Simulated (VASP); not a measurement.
# C (R-3m) in VASP: further runs

C is run at these levels: PBE; tasks: single point.

Everything below comes from runs of VASP 6.6.1. Logs are shortened: lines on timing, memory, paths and dates and some standing lists are left out, and cuts for length are marked.

**1. The cell of the first run**

Symmetry: R-3m, No. 166, trigonal system. The conventional cell has a = 2.522 Å, b = 2.522 Å, c = 6.178 Å, α = 90.00°, β = 90.00°, γ = 120.00°. Within 2.0 Å of C (site symmetry 3m) lie 4 C at 1.51 to 1.64 Å.

**2. Single point, PBE (atoms displaced along a vibrational mode)**

Contents of INCAR:

```
PREC = Accurate
ENCUT = 520
EDIFF = 1E-6
ISMEAR = 0
SIGMA = 0.05
LREAL = False
LASPH = True
NELM = 100
ALGO = Normal
ISIF = 2
LWAVE = False
LCHARG = False
GGA = PE
NBANDS = 16
```

Contents of KPOINTS:

```
regular mesh
0
Gamma
  12 12 10
```

Contents of POSCAR:

```
C
1.0
    0.0000000000     -1.7834000000     -1.7834000000
   -1.7834000000      0.0000000000     -1.7834000000
    1.7834000000      1.7834000000     -3.5668000000
C
4
Direct
    0.7621400892      0.7621400892      0.7459533036
    0.2621400892      0.2621400892      0.2459533036
    0.3628599108      0.3628599108      0.8790466964
    0.8628599108      0.8628599108      0.3790466964
```

Potentials or basis: VASP PAW PBE potentials, release 64 (C).

Launch:

```console
> cat potpaw_PBE.64/C/POTCAR > POTCAR
> mpirun -np 1 vasp_std > vasp.out
```

OUTCAR:

```text
PREC = Accurate
   ENCUT = 520
   EDIFF = 1E-6
   ISMEAR = 0
   LREAL = False
   LASPH = True
   NELM = 100
   ISIF = 2
   GGA = PE

 ion  position               nearest neighbor table
   1  0.762  0.762  0.746-   4 1.51   3 1.51   3 1.51   3 1.64
   2  0.262  0.262  0.246-   3 1.51   4 1.51   4 1.51   4 1.64
   3  0.363  0.363  0.879-   2 1.51   1 1.51   1 1.51   1 1.64
   4  0.863  0.863  0.379-   1 1.51   2 1.51   2 1.51   2 1.64

  LATTYP: Found a trigonal (rhomboedric) cell.
 ALAT       =     4.3684200073
 COS(alpha) =     0.8333333333

  Lattice vectors:

 A1 = (   1.7834000000,   3.5668000000,  -1.7834000000)
 A2 = (   3.5668000000,   1.7834000000,  -1.7834000000)
 A3 = (   1.7834000000,   1.7834000000,  -3.5668000000)

Analysis of symmetry for initial positions (statically):
=====================================================================
 Subroutine PRICEL returns following result:

  LATTYP: Found a face centered cubic cell.
 ALAT       =     3.5668000000

  Lattice vectors:

 A1 = (   0.0000000000,  -1.7834000000,   1.7834000000)
 A2 = (   1.7834000000,  -1.7834000000,   0.0000000000)
 A3 = (   1.7834000000,   0.0000000000,   1.7834000000)

   2 primitive cells build up your supercell.

 Routine SETGRP: Setting up the symmetry group for a
 trigonal (rhombohedral) supercell.

 Subroutine GETGRP returns: Found  4 space group operations
 (whereof  2 operations were pure point group operations)
 out of a pool of 12 trial point group operations.

The static configuration has the point symmetry C_1h.
 The point group associated with its full space group is C_2h.

Analysis of symmetry for dynamics (positions and initial velocities):
=====================================================================
 Subroutine PRICEL returns following result:

  LATTYP: Found a face centered cubic cell.
 ALAT       =     3.5668000000

  Lattice vectors:

 A1 = (   0.0000000000,  -1.7834000000,   1.7834000000)
 A2 = (   1.7834000000,  -1.7834000000,   0.0000000000)
 A3 = (   1.7834000000,   0.0000000000,   1.7834000000)

   2 primitive cells build up your supercell.

 Routine SETGRP: Setting up the symmetry group for a
 trigonal (rhombohedral) supercell.

 Subroutine GETGRP returns: Found  4 space group operations
 (whereof  2 operations were pure point group operations)
 out of a pool of 12 trial point group operations.

The dynamic configuration has the point symmetry C_1h.
 The point group associated with its full space group is C_2h.

 Subroutine INISYM returns: Found  4 space group operations
 (whereof  2 operations are pure point group operations),
 and found     2 'primitive' translations

----------------------------------------------------------------------------------------

                                     Primitive cell

  volume of cell :      11.3443

  direct lattice vectors                    reciprocal lattice vectors
     0.000000000 -1.783400000  1.783400000    -0.280363351 -0.280363351  0.280363351
     1.783400000 -1.783400000  0.000000000     0.280363351 -0.280363351 -0.280363351
     1.783400000  0.000000000  1.783400000     0.280363351  0.280363351  0.280363351

  length of vectors
     2.522108467  2.522108467  2.522108467     0.485603568  0.485603568  0.485603568

  position of ions in fractional coordinates (direct lattice)
     0.508093393  0.508093393  0.475719822
     0.241906607  0.241906607  0.274280178

  ion indices of the primitive-cell ions
   primitive index   ion index
                 1           1
                 2           4

----------------------------------------------------------------------------------------

 KPOINTS: regular mesh

Automatic generation of k-mesh.
 Grid dimensions read from file:
 generate k-points for:   12   12   10

 Generating k-lattice:

  Cartesian coordinates                     Fractional coordinates (reciprocal lattice)
     0.011681806 -0.035045419 -0.011681806     0.083333333  0.000000000  0.000000000
    -0.035045419  0.011681806 -0.011681806     0.000000000  0.083333333  0.000000000
     0.014018168  0.014018168 -0.014018168     0.000000000  0.000000000  0.100000000

  Length of vectors
     0.038744168  0.038744168  0.024280178

  Shift w.r.t. Gamma in fractional coordinates (k-lattice)
     0.000000000  0.000000000  0.000000000

 -----------------------------------------------------------------------------
|                                                                             |
|           W    W    AA    RRRRR   N    N  II  N    N   GGGG   !!!           |
|           W    W   A  A   R    R  NN   N  II  NN   N  G    G  !!!           |
|           W    W  A    A  R    R  N N  N  II  N N  N  G       !!!           |
|           W WW W  AAAAAA  RRRRR   N  N N  II  N  N N  G  GGG   !            |
|           WW  WW  A    A  R   R   N   NN  II  N   NN  G    G                |
|           W    W  A    A  R    R  N    N  II  N    N   GGGG   !!!           |
|                                                                             |
|     Your reciprocal lattice and k-lattice belong to different lattice       |
|     classes:                                                                |
|                                                                             |
|        The reciprocal lattice is rhombohedral (trigonal),                   |
|        whereas your k-lattice is base-centered monoclinic.                  |
|                                                                             |
|     Results are often still useful ...                                      |
|                                                                             |
 -----------------------------------------------------------------------------

 WARNING: IBZKPT: internal override: KBLOWUP is changed to .FALSE.
      ... skipping the blow-up phase ...

 Subroutine IBZKPT returns following result:
 ===========================================

 Found    398 irreducible k-points:

 Following reciprocal coordinates:
            Coordinates               Weight
  0.000000  0.000000  0.000000      1.000000
  0.083333  0.000000  0.000000      4.000000
  0.166667  0.000000  0.000000      4.000000
  0.250000  0.000000  0.000000      4.000000
  0.333333  0.000000  0.000000      4.000000
  0.416667  0.000000  0.000000      4.000000
[... 16 lines left out ...]
  0.500000  0.166667  0.000000      4.000000
 -0.416667  0.166667 -0.000000      4.000000
 [... further k-points ...]
   k-points           NKPTS =    398   k-points in BZ     NKDIM =    398   number of bands    NBANDS=     16
   number of dos      NEDOS =    301   number of ions     NIONS =      4
   total plane-waves  NPLWV =  12800
   dimension x,y,z NGX =    20 NGY =   20 NGZ =   32
   dimension x,y,z NGXF=    40 NGYF=   40 NGZF=   64
   ions per type =               4
   NGX,Y,Z   is equivalent  to a cutoff of  13.18, 13.18, 12.18 a.u.
   NGXF,Y,Z  is equivalent  to a cutoff of  26.37, 26.37, 24.36 a.u.
 SYSTEM =  unknown system
   PREC   = accura    normal or accurate (medium, high low for compatibility)
   ISTART =      0    job   : 0-new  1-cont  2-samecut
   ICHARG =      2    charge: 1-file 2-atom 10-const
   ISPIN  =      1    spin polarized calculation?
   LNONCOLLINEAR =      F non collinear calculations
   LSORBIT =      F    spin-orbit coupling
   LASPH  =      T    aspherical Exc in radial PAW
   ENCUT  =  520.0 eV  38.22 Ry    6.18 a.u.   4.69  4.69  8.12*2*pi/ulx,y,z
   NELM   =    100;   NELMIN=  2; NELMDL= -5     # of ELM steps
   EDIFF  = 0.1E-05   stopping-criterion for ELM
   LREAL  =      F    real-space projection
   EDIFFG = 0.1E-04   stopping-criterion for IOM
   NSW    =      0    number of steps for IOM
   IBRION =     -1    ionic relax: 0-MD 1-quasi-New 2-CG
   NFREE  =      0    steps in history (QN), initial steepest desc. (CG)
   ISIF   =      2    stress and relaxation
   ISYM   =      2    0-nonsym 1-usesym 2-fastsym
   POTIM  = 0.5000    time-step for ionic-motion
   TEBEG  =    0.0;   TEEND  =   0.0 temperature during run
   PSTRESS=    0.0 pullay stress
   NELECT =      16.0000    total number of electrons
   NUPDOWN=      -1.0000    fix difference up-down
   EMIN   =  10.00;   EMAX   =-10.00  energy-range for DOS
   EFERMI =   0.00;   METHOD = LEGACY
   ISMEAR =     0;   SIGMA  =   0.05  broadening in eV -4-tet -1-fermi 0-gaus
   EFERMI_NEDOS =   21; number of points for ismear=-14 and -15
   IALGO  =     38    algorithm
   IMIX   =      4    mixing-type and parameters
     AMIX     =   0.40;   BMIX     =  1.00
     AMIX_MAG =   1.60;   BMIX_MAG =  1.00
  volume/ion in A,a.u.               =       5.67        38.28
  Fermi-wavevector in a.u.,A,eV,Ry     =   1.457178  2.753668 28.890189  2.123369
  Thomas-Fermi vector in A             =   2.574010
   LORBIT       =      0    0 simple, 1 ext, 2 COOP (PROOUT), +10 PAW based schemes
   GGA     = PE    functional components
   LHFCALC =     F    Hartree Fock is set to
   AEXX    =    0.0000 exact exchange contribution
   IVDW    =     0    specifies the selected vdW correction
   LEPSILON=     F    determine dielectric tensor
   LRPA    =     F    only Hartree local field effects (RPA)
 non-spin polarized calculation
 Gauss-broadening in eV      SIGMA  =   0.05
  energy-cutoff  :      520.00
  volume of cell :       22.69
 maximum number of plane-waves:       625
   NGX =  9   NGY =  9   NGZ = 17

 number of electron      16.0000000 magnetization

 Free energy of the ion-electron system (eV)
  ---------------------------------------------------
  ext. energy  EPLUGINS =         0.00000000
  ---------------------------------------------------
  free energy    TOTEN  =       -36.04539432 eV

  energy without entropy =      -36.04539432  energy(sigma->0) =      -36.04539432

 E-fermi :  11.8147     XC(G=0): -13.2532

 val. band max:       11.5269399131   @ k =   0.0000   0.0000   0.0000
 cond. band min:      13.7290297380   @ k =  -0.3333  -0.3333   0.3000
 fundamental gap:      2.2020898249
 Fermi energy:        11.8146614107

 k-point     1 :       0.0000    0.0000    0.0000
  band No.  band energies     occupation
      1     -11.7639      2.00000
      2      -5.9117      2.00000
      3      -3.8761      2.00000
      4       6.1215      2.00000
      5       7.9594      2.00000
      6       8.8967      2.00000
[... 8 lines left out ...]
     15      23.0165      0.00000
     16      25.7017      0.00000
[... 419 lines left out ...]
 k-point    24 :      -0.4167    0.1667   -0.0000
  band No.  band energies     occupation
      1      -5.4411      2.00000
      2      -5.1180      2.00000
      3      -1.4674      2.00000
      4      -0.3184      2.00000
      5       1.9212      2.00000
      6       1.9838      2.00000
[... 8 lines left out ...]
     15      24.2411      0.00000
     16      24.8972      0.00000

 [... further k-points ...]
[... 5 lines left out ...]
  --------------------------------------------------------------------------------------
  -------------------------------------------------------------------------------------
  Total        0.7602912      0.7602912      0.7602276     -0.0403643     -0.0402530     -0.0402530
  in kB       53.6888693     53.6888693     53.6843809     -2.8503760     -2.8425134     -2.8425136
  external PRESSURE =      53.6873732 kB  Pullay stress =       0.0000000 kB

 VOLUME and BASIS-vectors are now :
 -----------------------------------------------------------------------------
  energy-cutoff  :      520.00
  volume of cell :       22.69
      direct lattice vectors                 reciprocal lattice vectors
     0.000000000 -1.783400000 -1.783400000     0.140181675 -0.420545026 -0.140181675
    -1.783400000  0.000000000 -1.783400000    -0.420545026  0.140181675 -0.140181675
     1.783400000  1.783400000 -3.566800000     0.140181675  0.140181675 -0.140181675

 POSITION                                       TOTAL-FORCE (eV/Angst)
 -----------------------------------------------------------------------------------
     -0.02887     -0.02887     -5.37907         1.738596      1.738596      1.738671
     -0.02887     -0.02887     -1.81227         1.738596      1.738596      1.738671
      0.92057      0.92057     -4.42963        -1.738596     -1.738596     -1.738671
     -0.86283     -0.86283     -4.42963        -1.738596     -1.738596     -1.738671
 -----------------------------------------------------------------------------------
    total drift:                                0.000000      0.000000     -0.000000

  FREE ENERGIE OF THE ION-ELECTRON SYSTEM (eV)
  ---------------------------------------------------
  free  energy   TOTEN  =       -36.0453943195 eV

  energy  without entropy=      -36.0453943195  energy(sigma->0) =      -36.04539432
```

Run time: 92 s. Hardware: 1 thread of Intel Xeon Platinum 8259CL at 2.50GHz (Skylake/Cascade Lake), shared host; peak memory 0.21 GiB.

Results:

```yaml
Free_energy: -36.0454 eV
Pressure: 5.4 GPa
Largest_force: 3.011 eV/Å
Band_gap_on_the_k_mesh: 2.20 eV
```

Forces on the atoms (eV/Å):
```
C    1.739  1.739  1.739
C    1.739  1.739  1.739
C   -1.739 -1.739 -1.739
C   -1.739 -1.739 -1.739
```

Levels at points of the mesh, in eV from the valence-band top:
```tsv
k point	band 6	band 7	band 8	band 9	band 10	band 11
(0.00, 0.00, 0.00)	-2.63	-2.63	0.00	2.33	4.50	4.50
(0.50, 0.00, 0.00)	-8.87	-6.17	-6.17	4.20	4.20	9.34
(0.50, 0.50, 0.00)	-7.74	-4.84	-4.84	2.70	2.96	6.31
(0.00, 0.00, 0.50)	-4.33	-2.45	-2.45	4.48	4.48	6.80
(0.50, 0.00, 0.50)	-7.74	-5.41	-3.57	2.70	2.96	4.97
(0.50, 0.50, 0.50)	-8.85	-6.96	-6.96	4.07	4.07	9.18
```

Caveat: the cell differs from its parent crystal (atoms displaced along a vibrational mode); the cell stands under pressure; forces of over 1 eV/Å act on the atoms, so gaps and moduli don't describe the material at rest. A k mesh can miss the band edges.

(Part 1 of 2 ends here.)
